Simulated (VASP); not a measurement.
Set up this calculation in VASP 6.6.1, as the native input.

| Quantity | Value |
| --- | --- |
| Task | single point |
| Functional | PBE |
| Potentials or basis | VASP PAW PBE potentials, release 64 (Na_pv, Te) |
| Cutoff | 520 eV |
| k mesh | 12 × 12 × 6 |
| Occupations | gaussian, width 0.1 eV |
| Spin | no spin polarisation |
| Dipole correction | no |
| Further INCAR settings | ALGO = Fast; EDIFF = 1e-07; NBANDS = 24 |

The structure of Na3Te2 lies in POSCAR:

```
Na3Te2
1.0
    5.2673452074      0.0000000000      0.0000000000
   -2.6336726037      4.5616547601      0.0000000000
    0.0000000000      0.0000000000      6.7503613383
Na Te
3 2
Direct
    0.0000000000      0.0000000000      0.0000000000
    0.3333333333      0.6666666667      0.6876835231
    0.6666666667      0.3333333333      0.3123164769
    0.3333333333      0.6666666667      0.2168039176
    0.6666666667      0.3333333333      0.7831960824
```

The input as run:

INCAR

```
PREC = Accurate
ENCUT = 520
EDIFF = 1E-7
ISMEAR = 0
SIGMA = 0.1
LREAL = False
LASPH = True
NELM = 80
ALGO = Fast
ISIF = 2
LWAVE = False
LCHARG = False
GGA = PE
NBANDS = 24
```

KPOINTS

```
regular mesh
0
Gamma
  12 12 6
```

Potentials or basis: VASP PAW PBE potentials, release 64 (Na_pv, Te).

Launch:

```bash
$ cat potpaw_PBE.64/Na_pv/POTCAR potpaw_PBE.64/Te/POTCAR > POTCAR
$ mpirun -np 1 vasp_std > vasp.out
```

Results of the run:

| Item | Value |
| --- | --- |
| Pressure | 0.0 GPa |
| Band gap on the k mesh | zero (an odd number of electrons rules out a gap without spin polarisation) |

Caveat: spin-orbit coupling is left out, which moves the levels of the heavy elements.

It took 5.6 min on 1 thread of Intel(R) Xeon(R) Platinum 8259CL CPU @ 2.50GHz (Skylake/Cascade Lake), on a shared host, peak memory 0.48 GiB.
